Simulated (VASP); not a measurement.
Ni:

```
Ni
1.0
     2.49176    0.00000    0.00000
    -1.24588    2.15792    0.00000
     0.00000    0.00000    8.13807
Ni
4
Direct
  0.00000 0.00000 0.00000
  0.00000 0.00000 0.50000
  0.33333 0.66667 0.25000
  0.66667 0.33333 0.75000
```

This isn't the form of Ni at room conditions, which is fcc.

* Program: VASP 6.6.1
* Task: relaxation of cell and atoms
* Functional: revPBE
* Potentials or basis: VASP PAW PBE potentials, release 64 (Ni)
* Cutoff: 600 eV
* k mesh: 14 × 14 × 4
* Occupations: fermi-dirac, width 0.05 eV
* Spin: collinear spin, ferromagnetic start
* Starting moments: [0.8, 0.8, 0.8, 0.8] μB

At the start: pressure 3.5 GPa; volume 10.94 Å³/atom.

How do energy, volume and symmetry change on relaxing?

Over 5 steps the energy falls by 2.2 meV/atom and the volume is 11.15 Å³/atom (+1.9 %); space group P6_3/mmc (No. 194, to 0.1 Å) before and after; moment 2.57 μB per cell.

The path:
| step | energy change (eV) | largest force (eV/Å) | pressure (GPa) | volume (Å³) |
| --- | --- | --- | --- | --- |
| 1 | 0.0000 | 0.0000 | 3.46 | 43.76 |
| 2 | -0.0029 | 0.0000 | -2.63 | 45.27 |
| 3 | -0.0087 | 0.0000 | -0.01 | 44.58 |
| 4 | -0.0087 | 0.0000 | -0.06 | 44.59 |
| 5 | -0.0087 | 0.0000 | -0.07 | 44.59 |

Final structure:
```xyz
4
Lattice="2.5059 0.0000 0.0000 -1.2529 2.1701 0.0000 0.0000 0.0000 8.1998" Properties=species:S:1:pos:R:3 pbc="T T T"
Ni    0.0000    0.0000    0.0000
Ni    0.0000    0.0000    4.0999
Ni    0.0000    1.4468    2.0500
Ni    1.2529    0.7234    6.1499
```

Caveat: the PAW data sets were made with another functional, which shifts forces and pressure a little.
